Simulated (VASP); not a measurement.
Wanted: the native input for a VASP 6.6.1 run.

```yaml
Task: relaxation of cell and atoms
Functional: PBE
Potentials_or_basis: VASP PAW PBE potentials, release 64 (Ga_d, S)
Cutoff: 600 eV
k_mesh: 8 × 8 × 8
Occupations: gaussian, width 0.1 eV
Spin: no spin polarisation
Dipole_correction: no
Further_INCAR_settings: ALGO = Normal; EDIFF = 1e-06; IBRION = 2; EDIFFG = -0.01; NSW = 100; ISIF = 3
```

The structure of Ga4S lies in POSCAR:

```
Ga4S
1.0
    4.9939600339      0.0000000000      0.0000000000
    0.0000000000      4.9939600339      0.0000000000
    0.0000000000      0.0000000000      4.9939600339
Ga S
4 1
Direct
    0.0000000000      0.0000000000      0.0000000000
    0.5000000000      0.5000000000      0.0000000000
    0.5000000000      0.0000000000      0.5000000000
    0.0000000000      0.5000000000      0.5000000000
    0.5000000000      0.5000000000      0.5000000000
```

These files were run (other wordings do the same):

INCAR

```
PREC = Accurate
ENCUT = 600
EDIFF = 1E-6
ISMEAR = 0
SIGMA = 0.1
LREAL = F
LASPH = T
NELM = 100
ALGO = Normal
ISIF = 3
LWAVE = F
LCHARG = F
GGA = PE
IBRION = 2
NSW = 100
EDIFFG = -0.01
```

KPOINTS

```
Automatic mesh
0
Gamma
  8 8 8
```

Potentials or basis: VASP PAW PBE potentials, release 64 (Ga_d, S).

Run with:

```bash
$ cat potpaw_PBE.64/Ga_d/POTCAR potpaw_PBE.64/S/POTCAR > POTCAR
$ mpirun -np 1 vasp_std > vasp.out
```

Results of the run:

```
Pressure after relaxing : 0.0 GPa
Band gap on the k mesh  : zero (band 29 reaches 4.20 eV, above the bottom of band 30 at 2.60 eV)
```

Caveat: the relaxation stopped at its first step, so nothing moved.

Wall time 54 s on 1 thread of Intel(R) Xeon(R) 6975P-C (Granite Rapids) (shared host), peak memory 0.31 GiB.
